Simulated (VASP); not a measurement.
Input of a VASP 6.6.1 run:

INCAR

```
PREC = Accurate
ENCUT = 520
EDIFF = 1E-6
ISMEAR = -1
SIGMA = 0.06122561905347299
LREAL = F
LASPH = T
NELM = 80
ALGO = Normal
ISIF = 2
LWAVE = F
LCHARG = T
GGA = PE
LELF = T
LVHAR = T
NBANDS = 12
```

The input KPOINTS:

```
regular mesh
0
Gamma
  23 23 23
```

Contents of POSCAR:

```
Ag
1.0
    0.0000000000      2.1011667129      2.1011667129
    2.1011667129      0.0000000000      2.1011667129
    2.1011667129      2.1011667129      0.0000000000
Ag
1
Direct
    0.0000000000      0.0000000000      0.0000000000
```

Potentials or basis: VASP PAW PBE potentials, release 64 (Ag).

Command:

```sh
$ cat potpaw_PBE.64/Ag/POTCAR > POTCAR
$ mpirun -np 1 vasp_std > vasp.out
```

**Question.** Estimate the pressure.

**Answer.** -3.2 GPa.
